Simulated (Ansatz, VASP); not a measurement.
# One calculation of Re, two programs

File INCAR:

```
PREC = Accurate
ENCUT = 520
EDIFF = 1E-7
ISMEAR = -1
SIGMA = 0.1
LREAL = False
LASPH = True
NELM = 80
ALGO = Normal
ISIF = 2
LWAVE = False
LCHARG = False
GGA = PE
NBANDS = 18
```

KPOINTS

```
Automatic mesh
0
Gamma
  9 9 13
```

The input POSCAR:

```
Re
1.0
    4.3803093901      0.0000000000      0.0000000000
   -2.1901546950      3.7934592082      0.0000000000
    0.0000000000      0.0000000000      2.7443323786
Re
3
Direct
    0.0000000000      0.0000000000      1.0000000000
    0.3333333333      0.6666666667      0.5000000000
    0.6666666667      0.3333333333      0.5000000000
```

Input for Ansatz:

```yaml
crystal:
  lattice:
    - [4.3803093901, 0.0, 0.0]
    - [-2.190154695, 3.7934592082, 0.0]
    - [0.0, 0.0, 2.7443323786]
  atoms:
    - { symbol: Re, position: [0.0, 0.0, 1.0] }
    - { symbol: Re, position: [0.3333333333, 0.6666666667, 0.5] }
    - { symbol: Re, position: [0.6666666667, 0.3333333333, 0.5] }
hamiltonian:
  xc: pbe
  pseudopotentials:
    kind: paw
    azcp:
      Re: "pseudopotentials/Re.paw.azcp"
basis:
  ecutwfc: 420
  fft_grid_basis: typed
kpoints:
  mp_grid: { grid: [9, 9, 13], shift: [0, 0, 0] }
magnetization:
  spin_polarized: false
scf:
  occupations: { method: fermi_dirac, width: 0.1 }
  lower_state_search: "off"
output:
  stress: true
```

Alike in both runs: task single point; functional PBE; k mesh 9 × 9 × 13; occupations fermi-dirac, width 0.1 eV; no spin polarisation.

|  | VASP | Ansatz |
| --- | --- | --- |
| version | VASP 6.6.1 | Ansatz 0.2.0 |
| potentials or method | VASP PAW PBE potentials, release 64 (Re), cutoff 520 eV | plane waves (420 eV) with PAW, scalar-relativistic |
| valence electrons in the cell | 21 | 45 |

VASP gave:

| Property | Result |
| --- | --- |
| pressure (GPa) | -0.8 |
| traceless stress, the component that is largest in VASP (GPa) | -0.08 |

Problem. Which values does Ansatz return?

Solution. Pressure (GPa): 0.0; traceless stress, the component that is largest in VASP (GPa): -0.61.

VASP's potentials hold 21 valence electrons a cell and Ansatz's 45, so a difference there can come from the potentials and not from the codes.

Neither program's run includes spin-orbit coupling.
